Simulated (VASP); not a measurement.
# OsPd2 (Fd-3m) in VASP: a series of runs

The runs below take OsPd2 through single point, relaxation of cell and atoms, with PBE.

All numbers are computed with VASP 6.6.1; they aren't measurements. Logs are shortened: lines on timing, memory, paths and dates and some standing lists are left out, and cuts for length are marked.

### 1 The cell of the first run

The structure is cubic, space group Fd-3m (No. 227). Conventional cell: a = 7.168 Å, b = 7.168 Å, c = 7.168 Å, α = 90.00°, β = 90.00°, γ = 90.00°. Pd (site symmetry -3m) has 6 Pd at 2.53 Å and 6 Os at 2.97 Å within 3.3 Å. Within 3.9 Å of Os (site symmetry -43m) lie 12 Pd at 2.97 Å and 4 Os at 3.10 Å.

### 2 Single point, PBE

Input file INCAR:

```
SYSTEM = OsPd2
ALGO = Normal ; EDIFF = 1E-7
ENCUT = 520 ; GGA = PE
ISIF = 2 ; ISMEAR = 1
LASPH = .TRUE. ; LCHARG = .FALSE.
LREAL = .FALSE. ; LWAVE = .FALSE.
NBANDS = 37 ; NELM = 100
PREC = Accurate ; SIGMA = 0.0753
```

Input file KPOINTS:

```
k-points
0
G
  6 6 6
  0 0 0
```

Input file POSCAR:

```
OsPd2
1.0
    0.0000000000      3.5841950860      3.5841950860
    3.5841950860      0.0000000000      3.5841950860
    3.5841950860      3.5841950860      0.0000000000
Pd Os
4 2
Direct
    0.5000000000      0.5000000000      0.5000000000
    0.0000000000      0.5000000000      0.5000000000
    0.5000000000      0.5000000000      0.0000000000
    0.5000000000      0.0000000000      0.5000000000
    0.1250000000      0.1250000000      0.1250000000
    0.8750000000      0.8750000000      0.8750000000
```

Potentials or basis: VASP PAW PBE potentials, release 64 (Pd, Os).

On the command line:

```
$ cat potpaw_PBE.64/Pd/POTCAR potpaw_PBE.64/Os/POTCAR > POTCAR
$ mpirun -np 1 vasp_std > vasp.out
```

OUTCAR:

```text
SYSTEM = OsPd2
   EDIFF = 1E-7
   ENCUT = 520
   GGA = PE
   ISIF = 2
   ISMEAR = 1
   LASPH = .TRUE.
   LREAL = .FALSE.
   NELM = 100
   PREC = Accurate

 ion  position               nearest neighbor table
   1  0.500  0.500  0.500-   2 2.53   3 2.53   4 2.53   3 2.53   4 2.53   2 2.53   5 2.97   6 2.97
                             5 2.97   6 2.97   5 2.97   6 2.97
   2  0.000  0.500  0.500-   1 2.53   3 2.53   4 2.53   1 2.53   3 2.53   4 2.53   6 2.97   5 2.97
                             6 2.97   5 2.97   6 2.97   5 2.97
   3  0.500  0.500  0.000-   1 2.53   1 2.53   2 2.53   4 2.53   4 2.53   2 2.53   5 2.97   5 2.97
                             6 2.97   6 2.97   5 2.97   6 2.97
   4  0.500  0.000  0.500-   1 2.53   3 2.53   1 2.53   2 2.53   3 2.53   2 2.53   5 2.97   6 2.97
                             6 2.97   5 2.97   6 2.97   5 2.97
   5  0.125  0.125  0.125-   1 2.97   2 2.97   4 2.97   2 2.97   2 2.97   4 2.97   1 2.97   3 2.97
                             3 2.97   1 2.97   3 2.97   4 2.97   6 3.10   6 3.10   6 3.10   6 3.10
   6  0.875  0.875  0.875-   4 2.97   2 2.97   1 2.97   1 2.97   3 2.97   3 2.97   1 2.97   2 2.97
                             4 2.97   2 2.97   3 2.97   4 2.97   5 3.10   5 3.10   5 3.10   5 3.10

  LATTYP: Found a face centered cubic cell.
 ALAT       =     7.1683901720

  Lattice vectors:

 A1 = (   0.0000000000,   3.5841950860,   3.5841950860)
 A2 = (   3.5841950860,   0.0000000000,   3.5841950860)
 A3 = (   3.5841950860,   3.5841950860,   0.0000000000)

Analysis of symmetry for initial positions (statically):
=====================================================================
 Subroutine PRICEL returns:
 Original cell was already a primitive cell.

 Routine SETGRP: Setting up the symmetry group for a
 face centered cubic supercell.

 Subroutine GETGRP returns: Found 48 space group operations
 (whereof 12 operations were pure point group operations)
 out of a pool of 48 trial point group operations.

The static configuration has the point symmetry D_3d.
 The point group associated with its full space group is O_h .

Analysis of symmetry for dynamics (positions and initial velocities):
=====================================================================
 Subroutine PRICEL returns:
 Original cell was already a primitive cell.

 Routine SETGRP: Setting up the symmetry group for a
 face centered cubic supercell.

 Subroutine GETGRP returns: Found 48 space group operations
 (whereof 12 operations were pure point group operations)
 out of a pool of 48 trial point group operations.

The dynamic configuration has the point symmetry D_3d.
 The point group associated with its full space group is O_h .

 Subroutine INISYM returns: Found 48 space group operations
 (whereof 12 operations are pure point group operations),
 and found     1 'primitive' translations

----------------------------------------------------------------------------------------

                                     Primitive cell

  volume of cell :      92.0884

  direct lattice vectors                    reciprocal lattice vectors
     0.000000000  3.584195086  3.584195086    -0.139501335  0.139501335  0.139501335
     3.584195086  0.000000000  3.584195086     0.139501335 -0.139501335  0.139501335
     3.584195086  3.584195086  0.000000000     0.139501335  0.139501335 -0.139501335

  length of vectors
     5.068817301  5.068817301  5.068817301     0.241623400  0.241623400  0.241623400

  position of ions in fractional coordinates (direct lattice)
     0.500000000  0.500000000  0.500000000
     0.000000000  0.500000000  0.500000000
     0.500000000  0.500000000  0.000000000
     0.500000000  0.000000000  0.500000000
     0.125000000  0.125000000  0.125000000
     0.875000000  0.875000000  0.875000000

  ion indices of the primitive-cell ions
   primitive index   ion index
                 1           1
                 2           2
                 3           3
                 4           4
                 5           5
                 6           6

----------------------------------------------------------------------------------------

 KPOINTS: k-points

Automatic generation of k-mesh.
 Grid dimensions read from file:
 generate k-points for:    6    6    6

 Generating k-lattice:

  Cartesian coordinates                     Fractional coordinates (reciprocal lattice)
    -0.023250223  0.023250223  0.023250223     0.166666667  0.000000000  0.000000000
     0.023250223 -0.023250223  0.023250223     0.000000000  0.166666667  0.000000000
     0.023250223  0.023250223 -0.023250223     0.000000000  0.000000000  0.166666667

  Length of vectors
     0.040270567  0.040270567  0.040270567

  Shift w.r.t. Gamma in fractional coordinates (k-lattice)
     0.000000000  0.000000000  0.000000000

 Subroutine IBZKPT returns following result:
 ===========================================

 Found     16 irreducible k-points:

 Following reciprocal coordinates:
            Coordinates               Weight
  0.000000  0.000000  0.000000      1.000000
  0.166667  0.000000  0.000000      8.000000
  0.333333  0.000000  0.000000      8.000000
  0.500000  0.000000  0.000000      4.000000
  0.166667  0.166667  0.000000      6.000000
  0.333333  0.166667  0.000000     24.000000
[... 8 lines left out ...]
 -0.333333  0.333333  0.166667     24.000000
 -0.333333  0.500000  0.166667     12.000000
   k-points           NKPTS =     16   k-points in BZ     NKDIM =     16   number of bands    NBANDS=     37
   number of dos      NEDOS =    301   number of ions     NIONS =      6
   total plane-waves  NPLWV =  64000
   dimension x,y,z NGX =    40 NGY =   40 NGZ =   40
   dimension x,y,z NGXF=    80 NGYF=   80 NGZF=   80
   ions per type =               4   2
   NGX,Y,Z   is equivalent  to a cutoff of  13.12, 13.12, 13.12 a.u.
   NGXF,Y,Z  is equivalent  to a cutoff of  26.24, 26.24, 26.24 a.u.
 SYSTEM =  OsPd2
   PREC   = accura    normal or accurate (medium, high low for compatibility)
   ISTART =      0    job   : 0-new  1-cont  2-samecut
   ICHARG =      2    charge: 1-file 2-atom 10-const
   ISPIN  =      1    spin polarized calculation?
   LNONCOLLINEAR =      F non collinear calculations
   LSORBIT =      F    spin-orbit coupling
   LASPH  =      T    aspherical Exc in radial PAW
   ENCUT  =  520.0 eV  38.22 Ry    6.18 a.u.   9.42  9.42  9.42*2*pi/ulx,y,z
   NELM   =    100;   NELMIN=  2; NELMDL= -5     # of ELM steps
   EDIFF  = 0.1E-06   stopping-criterion for ELM
   LREAL  =      F    real-space projection
   EDIFFG = 0.1E-05   stopping-criterion for IOM
   NSW    =      0    number of steps for IOM
   IBRION =     -1    ionic relax: 0-MD 1-quasi-New 2-CG
   NFREE  =      0    steps in history (QN), initial steepest desc. (CG)
   ISIF   =      2    stress and relaxation
   ISYM   =      2    0-nonsym 1-usesym 2-fastsym
   POTIM  = 0.5000    time-step for ionic-motion
   TEBEG  =    0.0;   TEEND  =   0.0 temperature during run
   PSTRESS=    0.0 pullay stress
   NELECT =      56.0000    total number of electrons
   NUPDOWN=      -1.0000    fix difference up-down
   EMIN   =  10.00;   EMAX   =-10.00  energy-range for DOS
   EFERMI =   0.00;   METHOD = LEGACY
   ISMEAR =     1;   SIGMA  =   0.08  broadening in eV -4-tet -1-fermi 0-gaus
   EFERMI_NEDOS =   21; number of points for ismear=-14 and -15
   IALGO  =     38    algorithm
   IMIX   =      4    mixing-type and parameters
     AMIX     =   0.40;   BMIX     =  1.00
     AMIX_MAG =   1.60;   BMIX_MAG =  1.00
  volume/ion in A,a.u.               =      15.35       103.57
  Fermi-wavevector in a.u.,A,eV,Ry     =   1.386977  2.621006 26.173591  1.923705
  Thomas-Fermi vector in A             =   2.511242
   LORBIT       =      0    0 simple, 1 ext, 2 COOP (PROOUT), +10 PAW based schemes
   GGA     = PE    functional components
   LHFCALC =     F    Hartree Fock is set to
   AEXX    =    0.0000 exact exchange contribution
   IVDW    =     0    specifies the selected vdW correction
   LEPSILON=     F    determine dielectric tensor
   LRPA    =     F    only Hartree local field effects (RPA)
 non-spin polarized calculation
 Methfessel and Paxton  Order N= 1 SIGMA  =   0.08
  energy-cutoff  :      520.00
  volume of cell :       92.09
 maximum number of plane-waves:      2505
 NGX is ok and might be reduce to    40
   NGX = 19   NGY = 19   NGZ = 19

 number of electron      55.9999994 magnetization

 Free energy of the ion-electron system (eV)
  ---------------------------------------------------
  ext. energy  EPLUGINS =         0.00000000
  ---------------------------------------------------
  free energy    TOTEN  =       -38.42494235 eV

  energy without entropy =      -38.42246909  energy(sigma->0) =      -38.42411793

 E-fermi :   9.1581     XC(G=0): -13.1589

 val. band max:        9.1503539895   @ k =  -0.3333   0.3333   0.1667
 cond. band min:       9.1679673562   @ k =  -0.3333   0.3333   0.1667
 fundamental gap:      0.0176133667
 Fermi energy:         9.1580997050

 k-point     1 :       0.0000    0.0000    0.0000
  band No.  band energies     occupation
      1       0.8100      2.00000
      2       1.9525      2.00000
      3       3.2576      2.00000
      4       3.2576      2.00000
      5       3.2576      2.00000
      6       4.2796      2.00000
[... 29 lines left out ...]
     36      14.7903      0.00000
     37      15.0766      0.00000

 k-point     2 :       0.1667    0.0000    0.0000
  band No.  band energies     occupation
      1       1.1171      2.00000
      2       2.1404      2.00000
      3       3.3353      2.00000
      4       3.3938      2.00000
      5       3.3938      2.00000
      6       4.1092      2.00000
[... 29 lines left out ...]
     36      14.4823      0.00000
     37      15.7529      0.00000
[... 518 lines left out ...]
     36      15.8293      0.00000
     37      17.0441      0.00000

 k-point    16 :      -0.3333    0.5000    0.1667
  band No.  band energies     occupation
      1       3.4616      2.00000
      2       3.4616      2.00000
      3       3.6429      2.00000
      4       3.6429      2.00000
      5       4.2423      2.00000
      6       4.2423      2.00000
[... 29 lines left out ...]
     36      14.4993      0.00000
     37      17.4566      0.00000

------------------------ aborting loop because EDIFF is reached ----------------------------------------

  FORCE on cell =-STRESS in cart. coord.  units (eV):
  Direction    XX          YY          ZZ          XY          YZ          ZX
  --------------------------------------------------------------------------------------
  -------------------------------------------------------------------------------------
  Total       -0.3297548     -0.3297548     -0.3297548     -0.0000000     -0.0000000      0.0000000
  in kB       -5.7371575     -5.7371575     -5.7371575     -0.0000000     -0.0000000      0.0000000
  external PRESSURE =      -5.7371575 kB  Pullay stress =       0.0000000 kB

 VOLUME and BASIS-vectors are now :
 -----------------------------------------------------------------------------
  energy-cutoff  :      520.00
  volume of cell :       92.09
      direct lattice vectors                 reciprocal lattice vectors
     0.000000000  3.584195086  3.584195086    -0.139501335  0.139501335  0.139501335
     3.584195086  0.000000000  3.584195086     0.139501335 -0.139501335  0.139501335
     3.584195086  3.584195086  0.000000000     0.139501335  0.139501335 -0.139501335

 POSITION                                       TOTAL-FORCE (eV/Angst)
 -----------------------------------------------------------------------------------
      3.58420      3.58420      3.58420         0.000000      0.000000     -0.000000
      3.58420      1.79210      1.79210         0.000000      0.000000     -0.000000
      1.79210      1.79210      3.58420         0.000000      0.000000     -0.000000
      1.79210      3.58420      1.79210         0.000000      0.000000     -0.000000
      0.89605      0.89605      0.89605        -0.000000     -0.000000     -0.000000
      6.27234      6.27234      6.27234         0.000000      0.000000      0.000000
 -----------------------------------------------------------------------------------
    total drift:                               -0.000000     -0.000000      0.000000

  FREE ENERGIE OF THE ION-ELECTRON SYSTEM (eV)
  ---------------------------------------------------
  free  energy   TOTEN  =       -38.4249423451 eV

  energy  without entropy=      -38.4224690851  energy(sigma->0) =      -38.42411793
```

It took 46 s on 1 thread of Intel Xeon Platinum 8488C (Sapphire Rapids), shared host; peak memory 0.25 GiB.

What came out:

```yaml
Free_energy: -38.4249 eV
Pressure: -0.6 GPa
Band_gap_on_the_k_mesh: zero (band 28 reaches 9.55 eV, above the bottom of band 29 at 9.09 eV)
```

Caveat: spin-orbit coupling is left out, which moves the levels of the heavy elements.

### 3 Relaxation of cell and atoms, PBE

This run uses another cell than the first one, of 14.01 Å³/atom, 0.913 times its volume.

Input file INCAR:

```
SYSTEM = OsPd2
PREC = Accurate
ENCUT = 600
EDIFF = 1E-6
ISMEAR = 1
SIGMA = 0.0753
LREAL = .False.
LASPH = .True.
NELM = 60
ALGO = Normal
ISIF = 3
LWAVE = .False.
LCHARG = .False.
GGA = PE
IBRION = 2
NSW = 100
EDIFFG = -0.03
```

Input file KPOINTS:

```
regular mesh
0
Gamma
  6 6 6
  0 0 0
```

Edit POSCAR of step 2 so:

```diff
@@ -2,5 +2,5 @@
 1.0
-    0.0000000000      3.5841950860      3.5841950860
-    3.5841950860      0.0000000000      3.5841950860
-    3.5841950860      3.5841950860      0.0000000000
+    0.0000000000      3.4770870000      3.4770870000
+    3.4770870000      0.0000000000      3.4770870000
+    3.4770870000      3.4770870000      0.0000000000
 Pd Os
```

Potentials or basis: VASP PAW PBE potentials, release 64 (Pd, Os).

On the command line:

```
$ cat potpaw_PBE.64/Pd/POTCAR potpaw_PBE.64/Os/POTCAR > POTCAR
$ mpirun -np 1 vasp_std > vasp.out
```

Run time: 2.9 min. Hardware: 1 thread of Intel Xeon Platinum 8488C (Sapphire Rapids), shared host; peak memory 0.28 GiB.

Results (log left out):

| Property | Result |
| --- | --- |
| Free energy | -38.4208 eV |
| Relaxed volume | 15.32 Å³/atom |
| Relaxed cell | a = 5.066 Å, b = 5.066 Å, c = 5.066 Å, α = 60.00°, β = 60.00°, γ = 60.00° |
| Space group after relaxing (to 0.05 Å) | Fd-3m (No. 227) |
| Energy gained by relaxing | 90.8 meV/atom |
| Ionic steps | 4 |
| Pressure after relaxing | -0.2 GPa |
| Band gap on the k mesh | zero (band 28 reaches 9.58 eV, above the bottom of band 29 at 9.12 eV) |

The path:
```tsv
step	energy change (eV)	largest force (eV/Å)	pressure (GPa)	volume (Å³)
1	0.0000	0.0000	24.66	84.08
2	1.6400	0.0000	-26.16	113.15
3	-0.5416	0.0000	-1.53	92.49
4	-0.5446	0.0000	-0.23	91.94
```

Final structure:
```
CELL_PARAMETERS angstrom
0.00000 3.58221 3.58221
3.58221 0.00000 3.58221
3.58221 3.58221 0.00000
ATOMIC_POSITIONS crystal
Pd 0.50000 0.50000 0.50000
Pd 0.00000 0.50000 0.50000
Pd 0.50000 0.50000 0.00000
Pd 0.50000 0.00000 0.50000
Os 0.12500 0.12500 0.12500
Os 0.87500 0.87500 0.87500
```

Levels at points of the mesh, in eV from the Fermi level:
```tsv
k point	band 25	band 26	band 27	band 28	band 29	band 30	band 31	band 32
(0.00, 0.00, 0.00)	-0.55	-0.55	0.40	0.40	0.40	0.57	0.57	1.46
(0.50, 0.00, 0.00)	-1.29	-0.68	-0.62	0.08	0.08	0.39	0.63	0.63
(0.50, 0.50, 0.00)	-0.78	-0.78	-0.12	-0.12	0.18	0.18	0.35	0.35
```

Caveat: spin-orbit coupling is left out, which moves the levels of the heavy elements.
